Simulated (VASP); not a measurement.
# Si20H11Cl2 in VASP: notebook

Si20H11Cl2 is run at these levels: PBEsol; tasks: single point.

Everything below comes from runs of VASP 6.6.1. Logs are shortened: lines on timing, memory, paths and dates and some standing lists are left out, and cuts for length are marked.

### Step 1. The cell of the first run

The cell holds a slab with vacuum, 33 atoms: a = 7.679 Å, b = 7.679 Å, c = 18.554 Å, α = 90.00°, β = 90.00°, γ = 90.00°.

### Step 2. Single point, PBEsol, collinear spin, zero start

File INCAR:

```
SYSTEM = Si20H11Cl2
PREC = Accurate
ENCUT = 520
EDIFF = 1E-6
ISMEAR = 0
SIGMA = 0.05
LREAL = Auto
LASPH = .True.
NELM = 150
ALGO = Normal
ISIF = 2
LWAVE = .False.
LCHARG = .True.
ISPIN = 2
MAGMOM = 0 0 0 0 0 0 0 0 0 0 0 0 0 0 0 0 0 0 0 0 0 0 0 0 0 0 0 0 0 0 0 0 0
LORBIT = 11
GGA = PS
LELF = .True.
LVHAR = .True.
NBANDS = 78
```

File KPOINTS:

```
Automatic mesh
0
Gamma
  1 1 1
  0 0 0
```

File POSCAR:

```
Si20H11Cl2
1.0
    7.6791800000      0.0000000000      0.0000000000
    0.0000000000      7.6791800000      0.0000000000
    0.0000000000      0.0000000000     18.5543620000
H Si Cl
11 20 2
Direct
    0.4093920184      0.0000000000      0.0538956823
    0.0906079816      0.0000000000      0.0538956823
    0.9093920184      0.0000000000      0.0538956823
    0.5906079816      0.0000000000      0.0538956823
    0.4093920184      0.5000000000      0.0538956823
    0.0906079816      0.5000000000      0.0538956823
    0.9093920184      0.5000000000      0.0538956823
    0.5906079816      0.5000000000      0.0538956823
    0.7399775757      0.0180051776      0.4611412130
    0.2822275295      0.4549888139      0.4639355425
    0.7138906758      0.4542784516      0.4642876430
    0.2500000000      0.0000000000      0.1005423954
    0.7500000000      0.0000000000      0.1005423954
    0.2500000000      0.5000000000      0.1005423954
    0.7500000000      0.5000000000      0.1005423954
    0.2478409153      0.2511153535      0.1710355764
    0.7529703692      0.2510679526      0.1712307866
    0.2505531841      0.7492355955      0.1756464060
    0.7488658945      0.7494304079      0.1755005103
    0.0008353757      0.2510738126      0.2437116404
    0.5000154964      0.2465924747      0.2395443185
   -0.0005810516      0.7476099011      0.2494210256
    0.4998876182      0.7455314239      0.2508279185
   -0.0009767970      0.0101678825      0.3235046832
    0.5010179472      0.0068282030      0.3174381313
   -0.0034600048      0.5215640212      0.3432986270
    0.4992243964      0.4832047172      0.3178425645
    0.2557103753      0.0911869496      0.3839274560
    0.7449092221      0.0867911678      0.3854974372
    0.2575192924      0.4007322396      0.3867729863
    0.7381677471      0.3956702408      0.3876389821
    0.2768949289      1.0131313500      0.4908951329
   -0.0106114194      0.7225809266      0.4285170786
```

Potentials or basis: VASP PAW PBE potentials, release 64 (H, Si, Cl).

Started as:

```console
> cat potpaw_PBE.64/H/POTCAR potpaw_PBE.64/Si/POTCAR potpaw_PBE.64/Cl/POTCAR > POTCAR
> mpirun -np 1 vasp_gam > vasp.out
```

OUTCAR:

```text
SYSTEM = Si20H11Cl2
   PREC = Accurate
   ENCUT = 520
   EDIFF = 1E-6
   ISMEAR = 0
   LREAL = Auto
   LASPH = .True.
   NELM = 150
   ISIF = 2
   ISPIN = 2
   LORBIT = 11
   GGA = PS

 ion  position               nearest neighbor table
   1  0.409  0.000  0.054-  12 1.50
   2  0.091  0.000  0.054-  12 1.50
   3  0.909  0.000  0.054-  13 1.50
   4  0.591  0.000  0.054-  13 1.50
   5  0.409  0.500  0.054-  14 1.50
   6  0.091  0.500  0.054-  14 1.50
   7  0.909  0.500  0.054-  15 1.50
   8  0.591  0.500  0.054-  15 1.50
   9  0.740  0.018  0.461-  29 1.50
  10  0.282  0.455  0.464-  30 1.50
  11  0.714  0.454  0.464-  31 1.50
  12  0.250  0.000  0.101-   1 1.50   2 1.50  16 2.33  18 2.38
  13  0.750  0.000  0.101-   3 1.50   4 1.50  17 2.33  19 2.37
  14  0.250  0.500  0.101-   5 1.50   6 1.50  16 2.32  18 2.37
  15  0.750  0.500  0.101-   7 1.50   8 1.50  17 2.32  19 2.37
  16  0.248  0.251  0.171-  14 2.32  21 2.32  20 2.33  12 2.33
  17  0.753  0.251  0.171-  15 2.32  21 2.32  20 2.33  13 2.33
  18  0.251  0.749  0.176-  22 2.36  14 2.37  23 2.37  12 2.38
  19  0.749  0.749  0.176-  22 2.36  15 2.37  23 2.37  13 2.37
  20  0.001  0.251  0.244-  16 2.33  17 2.33  24 2.37  26 2.78
  21  0.500  0.247  0.240-  16 2.32  17 2.32  27 2.33  25 2.34
  22  0.999  0.748  0.249-  19 2.36  18 2.36  24 2.44  26 2.46
  23  0.500  0.746  0.251-  25 2.36  27 2.37  19 2.37  18 2.37
  24  0.999  0.010  0.324-  29 2.34  28 2.35  20 2.37  22 2.44
  25  0.501  0.007  0.317-  21 2.34  29 2.34  28 2.34  23 2.36
  26  0.997  0.522  0.343-  33 2.21  30 2.35  31 2.36  22 2.46  20 2.78
  27  0.499  0.483  0.318-  21 2.33  30 2.34  31 2.34  23 2.37
  28  0.256  0.091  0.384-  32 2.08  25 2.34  24 2.35  30 2.38
  29  0.745  0.087  0.385-   9 1.50  24 2.34  25 2.34  31 2.37
  30  0.258  0.401  0.387-  10 1.50  27 2.34  26 2.35  28 2.38
  31  0.738  0.396  0.388-  11 1.50  27 2.34  26 2.36  29 2.37
  32  0.277  0.013  0.491-  28 2.08
  33  0.989  0.723  0.429-  26 2.21

  LATTYP: Found a simple tetragonal cell.
 ALAT       =     7.6791800000
 C/A-ratio  =     2.4161905308

  Lattice vectors:

 A1 = (   7.6791800000,   0.0000000000,   0.0000000000)
 A2 = (   0.0000000000,   7.6791800000,   0.0000000000)
 A3 = (   0.0000000000,   0.0000000000,  18.5543620000)

Analysis of symmetry for initial positions (statically):
=====================================================================
 Subroutine PRICEL returns:
 Original cell was already a primitive cell.

 Routine SETGRP: Setting up the symmetry group for a
 simple tetragonal supercell.

 Subroutine GETGRP returns: Found  1 space group operations
 (whereof  1 operations were pure point group operations)
 out of a pool of 16 trial point group operations.

The static configuration has the point symmetry C_1 .

Analysis of symmetry for dynamics (positions and initial velocities):
=====================================================================
 Subroutine PRICEL returns:
 Original cell was already a primitive cell.

 Routine SETGRP: Setting up the symmetry group for a
 simple tetragonal supercell.

 Subroutine GETGRP returns: Found  1 space group operations
 (whereof  1 operations were pure point group operations)
 out of a pool of 16 trial point group operations.

The dynamic configuration has the point symmetry C_1 .

Analysis of structural, dynamic, and magnetic symmetry:
=====================================================================
 Subroutine PRICEL returns:
 Original cell was already a primitive cell.

 Routine SETGRP: Setting up the symmetry group for a
 simple tetragonal supercell.

 Subroutine GETGRP returns: Found  1 space group operations
 (whereof  1 operations were pure point group operations)
 out of a pool of 16 trial point group operations.

The overall configuration has the point symmetry C_1 .

 Subroutine INISYM returns: Found  1 space group operations
 (whereof  1 operations are pure point group operations),
 and found     1 'primitive' translations

----------------------------------------------------------------------------------------

                                     Primitive cell

  volume of cell :    1094.1471

  direct lattice vectors                    reciprocal lattice vectors
     7.679180000  0.000000000  0.000000000     0.130222237  0.000000000  0.000000000
     0.000000000  7.679180000  0.000000000     0.000000000  0.130222237  0.000000000
[... 115 lines left out ...]
   ISTART =      0    job   : 0-new  1-cont  2-samecut
   ICHARG =      2    charge: 1-file 2-atom 10-const
   ISPIN  =      2    spin polarized calculation?
   LNONCOLLINEAR =      F non collinear calculations
   LSORBIT =      F    spin-orbit coupling
   LASPH  =      T    aspherical Exc in radial PAW
   ENCUT  =  520.0 eV  38.22 Ry    6.18 a.u.  14.28 14.28 34.50*2*pi/ulx,y,z
   NELM   =    150;   NELMIN=  2; NELMDL= -5     # of ELM steps
   EDIFF  = 0.1E-05   stopping-criterion for ELM
   LREAL  =      T    real-space projection
   EDIFFG = 0.1E-04   stopping-criterion for IOM
   NSW    =      0    number of steps for IOM
   IBRION =     -1    ionic relax: 0-MD 1-quasi-New 2-CG
   NFREE  =      0    steps in history (QN), initial steepest desc. (CG)
   ISIF   =      2    stress and relaxation
   ISYM   =      2    0-nonsym 1-usesym 2-fastsym
   POTIM  = 0.5000    time-step for ionic-motion
   TEBEG  =    0.0;   TEEND  =   0.0 temperature during run
   PSTRESS=    0.0 pullay stress
   NELECT =     105.0000    total number of electrons
   NUPDOWN=      -1.0000    fix difference up-down
   EMIN   =  10.00;   EMAX   =-10.00  energy-range for DOS
   EFERMI =   0.00;   METHOD = LEGACY
   ISMEAR =     0;   SIGMA  =   0.05  broadening in eV -4-tet -1-fermi 0-gaus
   EFERMI_NEDOS =   21; number of points for ismear=-14 and -15
   IALGO  =     38    algorithm
   IMIX   =      4    mixing-type and parameters
     AMIX     =   0.40;   BMIX     =  1.00
     AMIX_MAG =   1.60;   BMIX_MAG =  1.00
  volume/ion in A,a.u.               =      33.16       223.75
  Fermi-wavevector in a.u.,A,eV,Ry     =   0.749513  1.416375  7.643348  0.561770
  Thomas-Fermi vector in A             =   1.846050
   LORBIT       =     11    0 simple, 1 ext, 2 COOP (PROOUT), +10 PAW based schemes
   GGA     = PS    functional components
   LHFCALC =     F    Hartree Fock is set to
   AEXX    =    0.0000 exact exchange contribution
   IVDW    =     0    specifies the selected vdW correction
   LEPSILON=     F    determine dielectric tensor
   LRPA    =     F    only Hartree local field effects (RPA)
 spin polarized calculation
 Gauss-broadening in eV      SIGMA  =   0.05
  energy-cutoff  :      520.00
  volume of cell :     1094.15
 maximum number of plane-waves:     14707
 NGX is ok and might be reduce to    60
   NGX = 29   NGY = 29   NGZ = 69

 number of electron     105.0000000 magnetization      -0.0000016

 number of electron     105.0000000 magnetization       1.0000018

 Free energy of the ion-electron system (eV)
  ---------------------------------------------------
  ext. energy  EPLUGINS =         0.00000000
  ---------------------------------------------------
  free energy    TOTEN  =      -146.39391124 eV

  energy without entropy =     -146.39391124  energy(sigma->0) =     -146.39391124

 E-fermi :  -0.5692     XC(G=0):  -4.8950

 val. band max:       -0.7959246572   @ k =   0.0000   0.0000   0.0000
 cond. band min:      -0.3044978343   @ k =   0.0000   0.0000   0.0000
 fundamental gap:      0.4914268230
 Fermi energy:        -0.5692315252

 spin component 1

 k-point     1 :       0.0000    0.0000    0.0000
  band No.  band energies     occupation
      1     -16.3445      1.00000
      2     -15.9865      1.00000
      3     -11.9705      1.00000
      4     -10.9347      1.00000
      5     -10.1349      1.00000
      6     -10.1182      1.00000
[... 56 lines left out ...]
     63       1.9920      0.00000
     64       2.0347      0.00000
 Fermi energy:        -0.5692315252

 spin component 2

 k-point     1 :       0.0000    0.0000    0.0000
  band No.  band energies     occupation
      1     -16.3377      1.00000
      2     -15.9111      1.00000
      3     -11.9203      1.00000
      4     -10.9173      1.00000
      5     -10.0990      1.00000
      6     -10.0910      1.00000
[... 56 lines left out ...]
     63       2.0140      0.00000
     64       2.0609      0.00000
 [bands above 64 left out]

------------------------ aborting loop because EDIFF is reached ----------------------------------------

  FORCE on cell =-STRESS in cart. coord.  units (eV):
  Direction    XX          YY          ZZ          XY          YZ          ZX
  --------------------------------------------------------------------------------------
  -------------------------------------------------------------------------------------
  Total       30.6965577      4.6875443     -7.2566752      0.3352292      0.5297602      0.0600585
  in kB       44.9494662      6.8640470    -10.6260670      0.4908815      0.7757365      0.0879446
  external PRESSURE =      13.7291487 kB  Pullay stress =       0.0000000 kB

 VOLUME and BASIS-vectors are now :
 -----------------------------------------------------------------------------
  energy-cutoff  :      520.00
  volume of cell :     1094.15
      direct lattice vectors                 reciprocal lattice vectors
     7.679180000  0.000000000  0.000000000     0.130222237  0.000000000  0.000000000
     0.000000000  7.679180000  0.000000000     0.000000000  0.130222237  0.000000000
     0.000000000  0.000000000 18.554362000     0.000000000  0.000000000  0.053895682

 POSITION                                       TOTAL-FORCE (eV/Angst)
 -----------------------------------------------------------------------------------
      3.14379      0.00000      1.00000        -0.824771     -0.051006      0.101363
      0.69580      0.00000      1.00000         0.810308     -0.104277      0.059269
      6.98338      0.00000      1.00000        -0.809315     -0.105440      0.058163
      4.53539      0.00000      1.00000         0.824903     -0.039119      0.096351
      3.14379      3.83959      1.00000        -0.804923      0.050853      0.085985
      0.69580      3.83959      1.00000         0.797886      0.080760      0.060832
[... 25 lines left out ...]
      2.12633      0.10084      9.10825         0.046169      0.051818      0.030213
      7.59769      5.54883      7.95086        -0.059146      0.000756     -0.007487
 -----------------------------------------------------------------------------------
    total drift:                                0.001653     -0.007965      0.008320

  FREE ENERGIE OF THE ION-ELECTRON SYSTEM (eV)
  ---------------------------------------------------
  free  energy   TOTEN  =      -146.3939112424 eV

  energy  without entropy=     -146.3939112424  energy(sigma->0) =     -146.39391124

 total charge

# of ion       s       p       d       tot
------------------------------------------
    1        0.562   0.018   0.000   0.581
    2        0.563   0.018   0.000   0.582
    3        0.563   0.018   0.000   0.582
    4        0.563   0.018   0.000   0.581
    5        0.563   0.018   0.000   0.581
    6        0.563   0.018   0.000   0.581
[... 25 lines left out ...]
   32        1.594   3.507   0.000   5.101
   33        1.601   3.481   0.000   5.082
--------------------------------------------------
tot         23.893  26.668   0.000  50.560

 magnetization (x)

# of ion       s       p       d       tot
------------------------------------------
    1        0.002   0.000   0.000   0.002
    2       -0.000   0.000   0.000  -0.000
    3       -0.000   0.000   0.000  -0.000
    4        0.002   0.000   0.000   0.002
    5       -0.000  -0.000   0.000  -0.000
    6       -0.000   0.000   0.000  -0.000
[... 25 lines left out ...]
   32        0.000   0.002   0.000   0.002
   33        0.001   0.058   0.000   0.060
--------------------------------------------------
tot          0.050   0.350   0.000   0.400
```

It took 5.6 min on 1 thread of Intel Xeon 6975P-C (Granite Rapids), shared host; peak memory 1.4 GiB.

Results:

```
Free energy                                           : -146.3939 eV
Largest force                                         : 0.833 eV/Å
Net moment                                            : 1.00 μB per cell
Site moments                                          : H +0.00, -0.00 (each value once); Si +0.01, +0.00, +0.17, +0.03, +0.05, -0.00, +0.04 (each value once); Cl +0.00, +0.06 μB
Valence electrons inside the program's atomic spheres : H 0.58, 0.56 (each value once); Si 1.75, 1.76, 1.74, 1.73, 1.70, 1.67, 1.72, 1.65, 1.66, 1.71, 1.60 (each value once); Cl 5.10, 5.08
```

Forces in eV/Å, atoms in the order of the input:
```
H   -0.825 -0.051  0.101
H    0.810 -0.104  0.059
H   -0.809 -0.105  0.058
H    0.825 -0.039  0.096
H   -0.805  0.051  0.086
H    0.798  0.081  0.061
H   -0.800  0.077  0.063
H    0.802  0.033  0.098
H   -0.019  0.058  0.054
H    0.044 -0.042  0.032
H   -0.041 -0.046  0.026
Si  -0.129 -0.116  0.237
Si   0.118 -0.097  0.230
Si  -0.037  0.158  0.108
Si   0.055  0.149  0.139
Si   0.030 -0.062  0.080
Si  -0.029 -0.079  0.073
Si  -0.037 -0.010  0.064
Si   0.038 -0.001  0.046
Si   0.025  0.041 -0.499
Si  -0.008 -0.010 -0.154
Si   0.015  0.061  0.083
Si  -0.007 -0.031  0.099
Si  -0.007 -0.290  0.170
Si  -0.058 -0.090 -0.148
Si   0.027  0.235  0.190
Si  -0.046  0.088 -0.202
Si  -0.124 -0.182 -0.292
Si   0.141 -0.126 -0.293
Si  -0.126  0.216 -0.372
Si   0.192  0.185 -0.316
Cl   0.046  0.052  0.030
Cl  -0.059  0.001 -0.007
```

Levels at points of the mesh, in eV from the Fermi level:
Spin up:
```tsv
k point	band 51	band 52	band 53	band 54	band 55	band 56
(0.00, 0.00, 0.00)	-0.69	-0.51	-0.23	0.98	1.31	1.42
```
Spin down:
```csv
k point,band 50,band 51,band 52,band 53,band 54,band 55
"(0.00, 0.00, 0.00)",-0.81,-0.66,-0.49,0.26,1.01,1.34
```

Caveat: the k points lie up to 0.82 Å⁻¹ apart, too coarse for converged energies, forces and pressures; there is no dipole correction, which matters where the two faces differ; the PAW data sets were made with another functional, which shifts forces and pressure a little.

(Continued in part 2 of 2.)
